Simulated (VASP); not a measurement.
Input of a VASP 6.6.1 run:

File INCAR:

```
SYSTEM = SiC
ALGO = Normal
EDIFF = 1E-6
ENCUT = 520
GGA = PE
ISIF = 2
ISMEAR = -1
LASPH = .True.
LCHARG = .False.
LREAL = .False.
LWAVE = .False.
NBANDS = 16
NELM = 100
PREC = Accurate
SIGMA = 0.05
```

File KPOINTS:

```
k-points
0
Gamma
  14 14 8
  0 0 0
```

File POSCAR:

```
SiC
1.0
    2.4172006841      0.0000000000      0.0000000000
   -1.2086003420      2.0933571984      0.0000000000
    0.0000000000      0.0000000000      4.1333033148
Si C
2 2
Direct
    0.0000000000      0.0000000000      0.0000000000
    0.0000000000      0.0000000000      0.5000000000
    0.3333333333      0.6666666667      0.2500000000
    0.6666666667      0.3333333333      0.7500000000
```

Potentials or basis: VASP PAW PBE potentials, release 64 (Si, C).

Run with:

```console
$ cat potpaw_PBE.64/Si/POTCAR potpaw_PBE.64/C/POTCAR > POTCAR
$ mpirun -np 1 vasp_std > vasp.out
```

(1) Predict the pressure.

(2) What does it give for the band gap on the k mesh?

## Answers

(1) 319.2 GPa.

(2) 0.97 eV, indirect (least direct gap 3.54 eV).
